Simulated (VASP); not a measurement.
# Rh (I4/mmm) in VASP: single point with r2SCAN

Aim: the single point of Rh with r2SCAN.

Everything below comes from runs of VASP 6.6.1. Logs are shortened: lines on timing, memory, paths and dates and some standing lists are left out, and cuts for length are marked.

## Step 1: The cell of the first run

The structure is tetragonal, space group I4/mmm (No. 139). Conventional cell: a = 2.770 Å, b = 2.770 Å, c = 3.689 Å, α = 90.00°, β = 90.00°, γ = 90.00°. Within 3.5 Å of Rh (site symmetry 4/mmm) lie 12 Rh at 2.69 to 2.77 Å.

## Step 2: Single point, r2SCAN (strain +0.030 along x and y, -0.030 along z)

File POSCAR:

```
Rh
1.0
    0.0000000000      1.9585965000      1.8445035000
    1.9585965000      0.0000000000      1.8445035000
    1.9585965000      1.9585965000      0.0000000000
Rh
1
Direct
    0.0000000000      0.0000000000      0.0000000000
```

File INCAR.step1:

```
SYSTEM = Rh
ALGO = Normal
EDIFF = 1E-5
ENCUT = 680
GGA = PE
GGA_COMPAT = .FALSE.
ISMEAR = 0
LASPH = .TRUE.
LCHARG = .FALSE.
LREAL = .FALSE.
LWAVE = .TRUE.
NBANDS = 14
NELM = 120
PREC = Accurate
SIGMA = 0.15
```

File INCAR.step2:

```
SYSTEM = Rh
ALGO = Normal
EDIFF = 1E-6
ENCUT = 680
GGA_COMPAT = .FALSE.
ISIF = 2
ISMEAR = 0
ISTART = 1
LASPH = .TRUE.
LCHARG = .FALSE.
LMIXTAU = .TRUE.
LREAL = .FALSE.
LWAVE = .FALSE.
METAGGA = R2SCAN
NBANDS = 14
NELM = 120
PREC = Accurate
SIGMA = 0.15
```

File KPOINTS:

```
k-points
0
G
  8 8 8
  0 0 0
```

Potentials or basis: VASP PAW PBE potentials, release 64 (Rh_sv_GW).

Command:

```console
cat potpaw_PBE.64/Rh_sv_GW/POTCAR > POTCAR
cp INCAR.step1 INCAR
mpirun -np 1 vasp_std > vasp.out
cp INCAR.step2 INCAR
mpirun -np 1 vasp_std > vasp.out
```

OUTCAR:

```text
SYSTEM = Rh
   EDIFF = 1E-6
   ENCUT = 680
   ISIF = 2
   ISMEAR = 0
   ISTART = 1
   LASPH = .TRUE.
   LREAL = .FALSE.
   METAGGA = R2SCAN
   NELM = 120
   PREC = Accurate

 ion  position               nearest neighbor table
   1  0.000  0.000  0.000-

  LATTYP: Found a body centered tetragonal cell.
 ALAT       =     2.7698737335
 C/A-ratio  =     1.3318321898

  Lattice vectors:

 A1 = (   0.0000000000,  -1.9585965000,  -1.8445035000)
 A2 = (   0.0000000000,   1.9585965000,  -1.8445035000)
 A3 = (   1.9585965000,   0.0000000000,   1.8445035000)

Analysis of symmetry for initial positions (statically):
=====================================================================
 Subroutine PRICEL returns:
 Original cell was already a primitive cell.

 Routine SETGRP: Setting up the symmetry group for a
 body centered tetragonal supercell.

 Subroutine GETGRP returns: Found 16 space group operations
 (whereof 16 operations were pure point group operations)
 out of a pool of 16 trial point group operations.

The static configuration has the point symmetry D_4h.

Analysis of symmetry for dynamics (positions and initial velocities):
=====================================================================
 Subroutine PRICEL returns:
 Original cell was already a primitive cell.

 Routine SETGRP: Setting up the symmetry group for a
 body centered tetragonal supercell.

 Subroutine GETGRP returns: Found 16 space group operations
 (whereof 16 operations were pure point group operations)
 out of a pool of 16 trial point group operations.

The dynamic configuration has the point symmetry D_4h.

 Subroutine INISYM returns: Found 16 space group operations
 (whereof 16 operations are pure point group operations),
 and found     1 'primitive' translations

----------------------------------------------------------------------------------------

                                     Primitive cell

  volume of cell :      14.1514

  direct lattice vectors                    reciprocal lattice vectors
     0.000000000  1.958596500  1.844503500    -0.255284843  0.255284843  0.271075658
     1.958596500  0.000000000  1.844503500     0.255284843 -0.255284843  0.271075658
     1.958596500  1.958596500  0.000000000     0.255284843  0.255284843 -0.271075658

  length of vectors
     2.690407666  2.690407666  2.769873734     0.451467291  0.451467291  0.451467291

  position of ions in fractional coordinates (direct lattice)
     0.000000000  0.000000000  0.000000000

  ion indices of the primitive-cell ions
   primitive index   ion index
                 1           1

----------------------------------------------------------------------------------------

 KPOINTS: k-points

Automatic generation of k-mesh.
 Grid dimensions read from file:
 generate k-points for:    8    8    8

 Generating k-lattice:

  Cartesian coordinates                     Fractional coordinates (reciprocal lattice)
    -0.031910605  0.031910605  0.033884457     0.125000000  0.000000000  0.000000000
     0.031910605 -0.031910605  0.033884457     0.000000000  0.125000000  0.000000000
     0.031910605  0.031910605 -0.033884457     0.000000000  0.000000000  0.125000000

  Length of vectors
     0.056433411  0.056433411  0.056433411

  Shift w.r.t. Gamma in fractional coordinates (k-lattice)
     0.000000000  0.000000000  0.000000000

 Subroutine IBZKPT returns following result:
 ===========================================

 Found     59 irreducible k-points:

 Following reciprocal coordinates:
            Coordinates               Weight
  0.000000  0.000000  0.000000      1.000000
  0.125000  0.000000  0.000000      8.000000
  0.250000  0.000000  0.000000      8.000000
  0.375000  0.000000  0.000000      8.000000
  0.500000  0.000000  0.000000      4.000000
  0.125000  0.125000  0.000000      2.000000
[... 16 lines left out ...]
  0.250000  0.000000  0.125000     16.000000
  0.375000 -0.000000  0.125000     16.000000
 [... further k-points ...]
   k-points           NKPTS =     59   k-points in BZ     NKDIM =     59   number of bands    NBANDS=     14
   number of dos      NEDOS =    301   number of ions     NIONS =      1
   total plane-waves  NPLWV =  13824
   dimension x,y,z NGX =    24 NGY =   24 NGZ =   24
   dimension x,y,z NGXF=    48 NGYF=   48 NGZF=   48
   ions per type =               1
   NGX,Y,Z   is equivalent  to a cutoff of  14.83, 14.83, 14.40 a.u.
   NGXF,Y,Z  is equivalent  to a cutoff of  29.66, 29.66, 28.81 a.u.
 SYSTEM =  Rh
   PREC   = accura    normal or accurate (medium, high low for compatibility)
   ISTART =      1    job   : 0-new  1-cont  2-samecut
   ICHARG =      0    charge: 1-file 2-atom 10-const
   ISPIN  =      1    spin polarized calculation?
   LNONCOLLINEAR =      F non collinear calculations
   LSORBIT =      F    spin-orbit coupling
   LASPH  =      T    aspherical Exc in radial PAW
   ENCUT  =  680.0 eV  49.98 Ry    7.07 a.u.   5.72  5.72  5.89*2*pi/ulx,y,z
   NELM   =    120;   NELMIN=  2; NELMDL=  0     # of ELM steps
   EDIFF  = 0.1E-05   stopping-criterion for ELM
   LREAL  =      F    real-space projection
[... 7 lines left out ...]
   TEBEG  =    0.0;   TEEND  =   0.0 temperature during run
   PSTRESS=    0.0 pullay stress
   NELECT =      17.0000    total number of electrons
   NUPDOWN=      -1.0000    fix difference up-down
   EMIN   =  10.00;   EMAX   =-10.00  energy-range for DOS
   EFERMI =   0.00;   METHOD = LEGACY
   ISMEAR =     0;   SIGMA  =   0.15  broadening in eV -4-tet -1-fermi 0-gaus
   EFERMI_NEDOS =   21; number of points for ismear=-14 and -15
   IALGO  =     38    algorithm
   IMIX   =      4    mixing-type and parameters
     AMIX     =   0.40;   BMIX     =  1.00
     AMIX_MAG =   1.60;   BMIX_MAG =  1.00
  volume/ion in A,a.u.               =      14.15        95.50
  Fermi-wavevector in a.u.,A,eV,Ry     =   1.740302  3.288694 41.207307  3.028652
  Thomas-Fermi vector in A             =   2.812977
   LORBIT       =      0    0 simple, 1 ext, 2 COOP (PROOUT), +10 PAW based schemes
   METAGGA = R2SCAN    functional components
   LHFCALC =     F    Hartree Fock is set to
   AEXX    =    0.0000 exact exchange contribution
   IVDW    =     0    specifies the selected vdW correction
   LEPSILON=     F    determine dielectric tensor
   LRPA    =     F    only Hartree local field effects (RPA)
 non-spin polarized calculation
 Gauss-broadening in eV      SIGMA  =   0.15
  energy-cutoff  :      680.00
  volume of cell :       14.15
 maximum number of plane-waves:       588
   NGX = 11   NGY = 11   NGZ = 11

 number of electron      16.9999998 magnetization

 Free energy of the ion-electron system (eV)
  ---------------------------------------------------
  ext. energy  EPLUGINS =         0.00000000
  ---------------------------------------------------
  free energy    TOTEN  =       -23.23657805 eV

  energy without entropy =      -23.21500706  energy(sigma->0) =      -23.22579256

 E-fermi :  10.2342     XC(G=0): -15.0439

 val. band max:       10.2291228589   @ k =  -0.3750   0.1250   0.0000
 cond. band min:      10.2421355620   @ k =   0.5000   0.1250   0.3750
 fundamental gap:      0.0130127031
 Fermi energy:        10.2341524424

 k-point     1 :       0.0000    0.0000    0.0000
  band No.  band energies     occupation
      1     -70.8402      2.00000
      2     -37.5180      2.00000
      3     -37.5180      2.00000
      4     -37.4931      2.00000
      5       2.2733      2.00000
      6       7.0123      2.00000
      7       7.0123      2.00000
      8       7.6232      2.00000
      9       8.8098      2.00000
     10       9.5266      2.00000
     11      26.7501      0.00000
     12      31.5842      0.00000
     13      31.5842      0.00000
     14      33.4624      0.00000

 k-point     2 :       0.1250    0.0000    0.0000
  band No.  band energies     occupation
      1     -70.8243      2.00000
      2     -37.6165      2.00000
      3     -37.5370      2.00000
      4     -37.5112      2.00000
      5       2.8842      2.00000
      6       6.9098      2.00000
      7       7.2115      2.00000
      8       7.7049      2.00000
      9       8.7774      2.00000
     10       9.3842      2.00000
     11      27.5218      0.00000
     12      29.6764      0.00000
     13      32.4552      0.00000
     14      33.6993      0.00000

 k-point     3 :       0.2500    0.0000    0.0000
  band No.  band energies     occupation
      1     -70.7858      2.00000
      2     -37.8695      2.00000
      3     -37.5827      2.00000
      4     -37.5359      2.00000
      5       4.0896      2.00000
      6       7.0888      2.00000
      7       7.2438      2.00000
      8       7.8417      2.00000
      9       9.2841      2.00000
     10       9.4734      2.00000
     11      25.8122      0.00000
     12      28.2281      0.00000
     13      34.6070      0.00000
     14      35.5104      0.00000

 k-point     4 :       0.3750    0.0000    0.0000
  band No.  band energies     occupation
      1     -70.7471      2.00000
      2     -38.1178      2.00000
      3     -37.6280      2.00000
      4     -37.5596      2.00000
      5       4.2658      2.00000
      6       6.9203      2.00000
      7       7.5860      2.00000
      8       9.2465      2.00000
      9      10.1957      1.28312
     10      10.3809      0.16645
     11      21.5946      0.00000
     12      26.9046      0.00000
     13      32.8964      0.00000
     14      33.8106      0.00000

 k-point     5 :       0.5000    0.0000    0.0000
  band No.  band energies     occupation
      1     -70.7310      2.00000
      2     -38.2193      2.00000
      3     -37.6467      2.00000
      4     -37.5693      2.00000
      5       4.1383      2.00000
      6       6.7611      2.00000
      7       7.4340      2.00000
      8      10.6039      0.00049
      9      10.9515      0.00000
     10      11.1552      0.00000
     11      19.0325      0.00000
[... 276 lines left out ...]
 k-point    22 :       0.1250    0.0000    0.1250
  band No.  band energies     occupation
      1     -70.8203      2.00000
      2     -37.6198      2.00000
      3     -37.5463      2.00000
      4     -37.5345      2.00000
      5       3.0580      2.00000
      6       6.5426      2.00000
      7       7.4912      2.00000
      8       7.9769      2.00000
      9       8.4282      2.00000
     10       9.5682      2.00000
     11      27.8783      0.00000
     12      30.4001      0.00000
     13      31.5016      0.00000
     14      33.1347      0.00000

 k-point    23 :       0.2500    0.0000    0.1250
  band No.  band energies     occupation
      1     -70.7902      2.00000
      2     -37.7978      2.00000
      3     -37.5859      2.00000
      4     -37.5708      2.00000
      5       4.1568      2.00000
      6       6.2363      2.00000
      7       7.4902      2.00000
      8       8.1479      2.00000
      9       8.8968      2.00000
     10       9.7831      1.99998
     11      27.5806      0.00000
     12      28.9769      0.00000
     13      31.8084      0.00000
     14      33.0440      0.00000

 k-point    24 :       0.3750   -0.0000    0.1250
  band No.  band energies     occupation
      1     -70.7516      2.00000
      2     -38.0297      2.00000
      3     -37.6451      2.00000
      4     -37.5986      2.00000
      5       4.7026      2.00000
      6       6.8526      2.00000
      7       7.1890      2.00000
      8       7.9971      2.00000
      9      10.4140      0.08987
     10      10.7822      0.00000
     11      23.3045      0.00000
     12      27.8394      0.00000
     13      31.4359      0.00000
     14      32.6105      0.00000

 [... further k-points ...]
[... 5 lines left out ...]
  --------------------------------------------------------------------------------------
  -------------------------------------------------------------------------------------
  Total       -0.9506419     -0.9506419      0.1249025      0.0000000      0.0000000     -0.0000000
  in kB     -107.6286998   -107.6286998     14.1410726      0.0000000      0.0000000     -0.0000000
  external PRESSURE =     -67.0387757 kB  Pullay stress =       0.0000000 kB

 VOLUME and BASIS-vectors are now :
 -----------------------------------------------------------------------------
  energy-cutoff  :      680.00
  volume of cell :       14.15
      direct lattice vectors                 reciprocal lattice vectors
     0.000000000  1.958596500  1.844503500    -0.255284843  0.255284843  0.271075658
     1.958596500  0.000000000  1.844503500     0.255284843 -0.255284843  0.271075658
     1.958596500  1.958596500  0.000000000     0.255284843  0.255284843 -0.271075658

 POSITION                                       TOTAL-FORCE (eV/Angst)
 -----------------------------------------------------------------------------------
      0.00000      0.00000      0.00000         0.000000      0.000000      0.000000
 -----------------------------------------------------------------------------------
    total drift:                               -0.000000     -0.000000     -0.000000

  FREE ENERGIE OF THE ION-ELECTRON SYSTEM (eV)
  ---------------------------------------------------
  free  energy   TOTEN  =       -23.2365780461 eV

  energy  without entropy=      -23.2150070646  energy(sigma->0) =      -23.22579256
```

Wall time 45 s (1 thread of AMD EPYC 9R45 (Zen 5), shared host); peak memory 0.13 GiB.

What came out:

| Property | Result |
| --- | --- |
| Free energy | -23.2366 eV |
| Pressure | -6.7 GPa |
| Band gap on the k mesh | zero (an odd number of electrons rules out a gap without spin polarisation) |

Levels at points of the mesh, in eV from the Fermi level:
```
           k point  band 4  band 5  band 6  band 7  band 8  band 9  band 10  band 11  band 12  band 13
(0.00, 0.00, 0.00)  -47.73   -7.96   -3.22   -3.22   -2.61   -1.42    -0.71    16.52    21.35    21.35
(0.50, 0.00, 0.00)  -47.80   -6.10   -3.47   -2.80    0.37    0.72     0.92     8.80    15.99    21.22
(0.50, 0.50, 0.00)  -48.06   -6.29   -5.96    0.46    1.01    1.01     4.32    13.02    13.02    13.65
(0.50, 0.00, 0.50)  -47.94   -6.27   -5.87    0.44    0.70    1.21     2.99    11.93    13.84    14.49
```

Caveat: the cell differs from its parent crystal (strain +0.030 along x and y, -0.030 along z); the stress differs along the axes, from -11 to 1 GPa; the PAW data sets were made with another functional, which shifts forces and pressure a little.
